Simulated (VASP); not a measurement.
# TiAl (Pm-3m) in VASP: settings compared

Aim: see how the results for TiAl move with the level of theory and the settings. Levels: revPBE+D4, RPBE+D4. Tasks: single point, relaxation of cell and atoms.

Everything below comes from runs of VASP 6.6.1. Logs are shortened: lines on timing, memory, paths and dates and some standing lists are left out, and cuts for length are marked.

## 1. The cell of the first run

Symmetry: Pm-3m, No. 221, cubic system. Conventional cell: a = 3.162 Å, b = 3.162 Å, c = 3.162 Å, α = 90.00°, β = 90.00°, γ = 90.00°. Within 3.6 Å of Ti (site symmetry m-3m) lie 8 Al at 2.74 Å and 6 Ti at 3.16 Å. Al (site symmetry m-3m) has 8 Ti at 2.74 Å and 6 Al at 3.16 Å within 3.6 Å.

## 2. Single point, revPBE+D4

INCAR reads:

```
SYSTEM = TiAl
ALGO = Normal ; EDIFF = 1E-7
ENCUT = 520 ; GGA = RE
ISIF = 2 ; ISMEAR = -1
IVDW = 13 ; LASPH = .True.
LCHARG = .False. ; LREAL = .False.
LWAVE = .False. ; NBANDS = 14
NELM = 80 ; PREC = Accurate
SIGMA = 0.05
```

KPOINTS reads:

```
k-points
0
Gamma
  8 8 8
  0 0 0
```

POSCAR reads:

```
TiAl
1.0
    3.1620726620      0.0000000000      0.0000000000
    0.0000000000      3.1620726620      0.0000000000
    0.0000000000      0.0000000000      3.1620726620
Ti Al
1 1
Direct
    0.0000000000      0.0000000000      0.0000000000
    0.5000000000      0.5000000000      0.5000000000
```

Potentials or basis: VASP PAW PBE potentials, release 64 (Ti_sv, Al).

On the command line:

```bash
$ cat potpaw_PBE.64/Ti_sv/POTCAR potpaw_PBE.64/Al/POTCAR > POTCAR
$ mpirun -np 1 vasp_std > vasp.out
```

OUTCAR:

```text
SYSTEM = TiAl
   EDIFF = 1E-7
   ENCUT = 520
   GGA = RE
   ISIF = 2
   ISMEAR = -1
   IVDW = 13
   LASPH = .True.
   LREAL = .False.
   NELM = 80
   PREC = Accurate

 ion  position               nearest neighbor table
   1  0.000  0.000  0.000-   2 2.74   2 2.74   2 2.74   2 2.74   2 2.74   2 2.74   2 2.74   2 2.74

   2  0.500  0.500  0.500-   1 2.74   1 2.74   1 2.74   1 2.74   1 2.74   1 2.74   1 2.74   1 2.74

  LATTYP: Found a simple cubic cell.
 ALAT       =     3.1620726620

  Lattice vectors:

 A1 = (   3.1620726620,   0.0000000000,   0.0000000000)
 A2 = (   0.0000000000,   3.1620726620,   0.0000000000)
 A3 = (   0.0000000000,   0.0000000000,   3.1620726620)

Analysis of symmetry for initial positions (statically):
=====================================================================
 Subroutine PRICEL returns:
 Original cell was already a primitive cell.

 Routine SETGRP: Setting up the symmetry group for a
 simple cubic supercell.

 Subroutine GETGRP returns: Found 48 space group operations
 (whereof 48 operations were pure point group operations)
 out of a pool of 48 trial point group operations.

The static configuration has the point symmetry O_h .

Analysis of symmetry for dynamics (positions and initial velocities):
=====================================================================
 Subroutine PRICEL returns:
 Original cell was already a primitive cell.

 Routine SETGRP: Setting up the symmetry group for a
 simple cubic supercell.

 Subroutine GETGRP returns: Found 48 space group operations
 (whereof 48 operations were pure point group operations)
 out of a pool of 48 trial point group operations.

The dynamic configuration has the point symmetry O_h .

 Subroutine INISYM returns: Found 48 space group operations
 (whereof 48 operations are pure point group operations),
 and found     1 'primitive' translations

----------------------------------------------------------------------------------------

                                     Primitive cell

  volume of cell :      31.6166

  direct lattice vectors                    reciprocal lattice vectors
     3.162072662  0.000000000  0.000000000     0.316248267  0.000000000  0.000000000
     0.000000000  3.162072662  0.000000000     0.000000000  0.316248267  0.000000000
     0.000000000  0.000000000  3.162072662     0.000000000  0.000000000  0.316248267

  length of vectors
     3.162072662  3.162072662  3.162072662     0.316248267  0.316248267  0.316248267

  position of ions in fractional coordinates (direct lattice)
     0.000000000  0.000000000  0.000000000
     0.500000000  0.500000000  0.500000000

  ion indices of the primitive-cell ions
   primitive index   ion index
                 1           1
                 2           2

----------------------------------------------------------------------------------------

 KPOINTS: k-points

Automatic generation of k-mesh.
 Grid dimensions read from file:
 generate k-points for:    8    8    8

 Generating k-lattice:

  Cartesian coordinates                     Fractional coordinates (reciprocal lattice)
     0.039531033  0.000000000  0.000000000     0.125000000  0.000000000  0.000000000
     0.000000000  0.039531033  0.000000000     0.000000000  0.125000000  0.000000000
     0.000000000  0.000000000  0.039531033     0.000000000  0.000000000  0.125000000

  Length of vectors
     0.039531033  0.039531033  0.039531033

  Shift w.r.t. Gamma in fractional coordinates (k-lattice)
     0.000000000  0.000000000  0.000000000

 Subroutine IBZKPT returns following result:
 ===========================================

 Found     35 irreducible k-points:

 Following reciprocal coordinates:
            Coordinates               Weight
  0.000000  0.000000  0.000000      1.000000
  0.125000  0.000000  0.000000      6.000000
  0.250000  0.000000  0.000000      6.000000
  0.375000  0.000000  0.000000      6.000000
  0.500000  0.000000  0.000000      3.000000
  0.125000  0.125000  0.000000     12.000000
[... 16 lines left out ...]
  0.375000  0.375000  0.125000     24.000000
  0.500000  0.375000  0.125000     24.000000
 [... further k-points ...]
   k-points           NKPTS =     35   k-points in BZ     NKDIM =     35   number of bands    NBANDS=     14
   number of dos      NEDOS =    301   number of ions     NIONS =      2
   total plane-waves  NPLWV =  13824
   dimension x,y,z NGX =    24 NGY =   24 NGZ =   24
   dimension x,y,z NGXF=    48 NGYF=   48 NGZF=   48
   ions per type =               1   1
   NGX,Y,Z   is equivalent  to a cutoff of  12.62, 12.62, 12.62 a.u.
   NGXF,Y,Z  is equivalent  to a cutoff of  25.24, 25.24, 25.24 a.u.
 SYSTEM =  TiAl
   PREC   = accura    normal or accurate (medium, high low for compatibility)
   ISTART =      0    job   : 0-new  1-cont  2-samecut
   ICHARG =      2    charge: 1-file 2-atom 10-const
   ISPIN  =      1    spin polarized calculation?
   LNONCOLLINEAR =      F non collinear calculations
   LSORBIT =      F    spin-orbit coupling
   LASPH  =      T    aspherical Exc in radial PAW
   ENCUT  =  520.0 eV  38.22 Ry    6.18 a.u.   5.88  5.88  5.88*2*pi/ulx,y,z
   NELM   =     80;   NELMIN=  2; NELMDL= -5     # of ELM steps
   EDIFF  = 0.1E-06   stopping-criterion for ELM
   LREAL  =      F    real-space projection
   EDIFFG = 0.1E-05   stopping-criterion for IOM
   NSW    =      0    number of steps for IOM
   IBRION =     -1    ionic relax: 0-MD 1-quasi-New 2-CG
   NFREE  =      0    steps in history (QN), initial steepest desc. (CG)
   ISIF   =      2    stress and relaxation
   ISYM   =      2    0-nonsym 1-usesym 2-fastsym
   POTIM  = 0.5000    time-step for ionic-motion
   TEBEG  =    0.0;   TEEND  =   0.0 temperature during run
   PSTRESS=    0.0 pullay stress
   NELECT =      15.0000    total number of electrons
   NUPDOWN=      -1.0000    fix difference up-down
   EMIN   =  10.00;   EMAX   =-10.00  energy-range for DOS
   EFERMI =   0.00;   METHOD = LEGACY
   ISMEAR =    -1;   SIGMA  =   0.05  broadening in eV -4-tet -1-fermi 0-gaus
   EFERMI_NEDOS =   21; number of points for ismear=-14 and -15
   IALGO  =     38    algorithm
   IMIX   =      4    mixing-type and parameters
     AMIX     =   0.40;   BMIX     =  1.00
     AMIX_MAG =   1.60;   BMIX_MAG =  1.00
  volume/ion in A,a.u.               =      15.81       106.68
  Fermi-wavevector in a.u.,A,eV,Ry     =   1.276831  2.412861 22.181541  1.630297
  Thomas-Fermi vector in A             =   2.409465
   LORBIT       =      0    0 simple, 1 ext, 2 COOP (PROOUT), +10 PAW based schemes
   GGA     = RE    functional components
   LHFCALC =     F    Hartree Fock is set to
   AEXX    =    0.0000 exact exchange contribution
   IVDW    =    13    specifies the selected vdW correction
   LEPSILON=     F    determine dielectric tensor
   LRPA    =     F    only Hartree local field effects (RPA)
 non-spin polarized calculation
  energy-cutoff  :      520.00
  volume of cell :       31.62
 maximum number of plane-waves:       876
 NGX is ok and might be reduce to    24
   NGX = 11   NGY = 11   NGZ = 11

 number of electron      14.9999993 magnetization

 Free energy of the ion-electron system (eV)
  ---------------------------------------------------
  ext. energy  EPLUGINS =         0.00000000
  ---------------------------------------------------
  free energy    TOTEN  =       -11.57760571 eV

  energy without entropy =      -11.55555067  energy(sigma->0) =      -11.56657819

 E-fermi :   9.0306     XC(G=0): -11.0926

 val. band max:        9.0055541192   @ k =   0.3750   0.1250   0.1250
 cond. band min:       9.0359415564   @ k =   0.5000   0.3750   0.2500
 fundamental gap:      0.0303874373
 Fermi energy:         9.0305512133

 k-point     1 :       0.0000    0.0000    0.0000
  band No.  band energies     occupation
      1     -47.9399      2.00000
      2     -24.0891      2.00000
      3     -24.0891      2.00000
      4     -24.0891      2.00000
      5      -0.3268      2.00000
      6       7.5420      2.00000
      7       7.5420      2.00000
      8      10.8841      0.00000
      9      10.8841      0.00000
     10      10.8841      0.00000
     11      13.5303      0.00000
     12      13.5303      0.00000
     13      13.5303      0.00000
     14      17.8739      0.00000

 k-point     2 :       0.1250    0.0000    0.0000
  band No.  band energies     occupation
      1     -47.9376      2.00000
      2     -24.1158      2.00000
      3     -24.0868      2.00000
      4     -24.0868      2.00000
      5      -0.0751      2.00000
      6       7.3916      2.00000
      7       7.6551      2.00000
      8      10.4952      0.00000
      9      10.4952      0.00000
     10      10.9138      0.00000
     11      12.6667      0.00000
     12      14.1035      0.00000
     13      14.1035      0.00000
     14      17.5391      0.00000

 k-point     3 :       0.2500    0.0000    0.0000
  band No.  band energies     occupation
      1     -47.9320      2.00000
      2     -24.1798      2.00000
      3     -24.0812      2.00000
      4     -24.0812      2.00000
      5       0.6580      2.00000
      6       6.6128      2.00000
      7       7.9532      2.00000
      8       9.8462      0.00000
      9       9.8462      0.00000
     10      10.9868      0.00000
     11      11.8442      0.00000
     12      15.3288      0.00000
     13      15.3288      0.00000
     14      16.7161      0.00000
[... 324 lines left out ...]
 k-point    23 :       0.3750    0.3750    0.1250
  band No.  band energies     occupation
      1     -47.9112      2.00000
      2     -24.2204      2.00000
      3     -24.2178      2.00000
      4     -24.0865      2.00000
      5       3.4737      2.00000
      6       6.3419      2.00000
      7       6.8598      2.00000
      8       8.7079      1.99686
      9       9.7619      0.00000
     10       9.9796      0.00000
     11      12.0663      0.00000
     12      13.6468      0.00000
     13      15.0461      0.00000
     14      16.3577      0.00000

 k-point    24 :       0.5000    0.3750    0.1250
  band No.  band energies     occupation
      1     -47.9089      2.00000
      2     -24.2438      2.00000
      3     -24.2156      2.00000
      4     -24.0841      2.00000
      5       3.9442      2.00000
      6       5.9766      2.00000
      7       7.0380      2.00000
      8       8.4324      1.99999
      9       9.9482      0.00000
     10       9.9696      0.00000
     11      11.9285      0.00000
     12      13.8538      0.00000
     13      14.2226      0.00000
     14      16.5658      0.00000

 [... further k-points ...]

------------------------ aborting loop because EDIFF is reached ----------------------------------------

  DFT-D4 for vdW energy calculation

  Edisp (eV):   -0.92972

  FORCE on cell =-STRESS in cart. coord.  units (eV):
  Direction    XX          YY          ZZ          XY          YZ          ZX
  --------------------------------------------------------------------------------------
  -------------------------------------------------------------------------------------
  Total      -0.02728    -0.02728    -0.02728     0.00000     0.00000    -0.00000
  in kB      -1.38220    -1.38220    -1.38220     0.00000     0.00000    -0.00000
  external pressure =       -1.38 kB  Pullay stress =        0.00 kB

 VOLUME and BASIS-vectors are now :
 -----------------------------------------------------------------------------
  energy-cutoff  :      520.00
  volume of cell :       31.62
      direct lattice vectors                 reciprocal lattice vectors
     3.162072662  0.000000000  0.000000000     0.316248267  0.000000000  0.000000000
     0.000000000  3.162072662  0.000000000     0.000000000  0.316248267  0.000000000
     0.000000000  0.000000000  3.162072662     0.000000000  0.000000000  0.316248267

 POSITION                                       TOTAL-FORCE (eV/Angst)
 -----------------------------------------------------------------------------------
      0.00000      0.00000      0.00000         0.000000      0.000000      0.000000
      1.58104      1.58104      1.58104         0.000000      0.000000      0.000000
 -----------------------------------------------------------------------------------
    total drift:                               -0.000000      0.000000      0.000000

  FREE ENERGIE OF THE ION-ELECTRON SYSTEM (eV)
  ---------------------------------------------------
  free  energy   TOTEN  =       -12.5073208152 eV

  energy  without entropy=      -12.4852657826  energy(sigma->0) =      -12.49629330
```

It took 32 s on 1 thread of AMD EPYC 7R13, shared host; peak memory 0.12 GiB.

What came out:

| Quantity | Value |
| --- | --- |
| Free energy | -12.5073 eV |
| Pressure | -0.1 GPa |
| Dispersion energy per atom | -0.465 eV |

Caveat: the PAW data sets were made with another functional, which shifts forces and pressure a little; pairwise dispersion overbinds metals, which lowers pressure and volume.

[end of part 1 of 2]
